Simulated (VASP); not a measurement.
Wanted: the native input for a VASP 6.6.1 run.

```yaml
Task: single point
Functional: PBE
Potentials_or_basis: VASP PAW PBE potentials, release 64 (Cd, S)
Cutoff: 520 eV
k_mesh: 12 × 12 × 4
Occupations: gaussian, width 0.05 eV
Spin: no spin polarisation
Dipole_correction: no
Further_INCAR_settings: ALGO = Normal; EDIFF = 1e-06; NBANDS = 26
```

The structure of CdS lies in POSCAR:

```
CdS
1.0
    4.1347992034      0.0775274851      0.0000000000
   -2.0002588301      3.5420774072      0.0000000000
    0.0000000000      0.0000000000      6.7490000000
Cd S
2 2
Direct
    0.3333333333      0.6666666667      0.0000000000
    0.6666666667      0.3333333333      0.5000000000
    0.3333333333      0.6666666667      0.3850000000
    0.6666666667      0.3333333333      0.8850000000
```

This cell differs from its parent crystal: strain +0.0375 x Voigt [0, 0, 0, 0, 0, 1].

One way to write it, as run:

INCAR

```
SYSTEM = CdS
ALGO = Normal
EDIFF = 1E-6
ENCUT = 520
GGA = PE
ISIF = 2
ISMEAR = 0
LASPH = .TRUE.
LCHARG = .TRUE.
LELF = .TRUE.
LREAL = .FALSE.
LVHAR = .TRUE.
LWAVE = .FALSE.
NBANDS = 26
NELM = 60
PREC = Accurate
SIGMA = 0.05
```

KPOINTS

```
k-points
0
G
  12 12 4
  0 0 0
```

Potentials or basis: VASP PAW PBE potentials, release 64 (Cd, S).

Launch:

```sh
$ cat potpaw_PBE.64/Cd/POTCAR potpaw_PBE.64/S/POTCAR > POTCAR
$ mpirun -np 1 vasp_std > vasp.out
```

It gave:

```json
{
  "Pressure": "3.0 GPa",
  "Largest force": "0.411 eV/Å",
  "Band gap on the k mesh": "1.17 eV, direct"
}
```

Caveat: the cell differs from its parent crystal (strain +0.0375 x Voigt [0, 0, 0, 0, 0, 1]).

It took 11 min on 1 thread of Intel Xeon 8259CL, with other jobs on the host, peak memory 0.55 GiB.
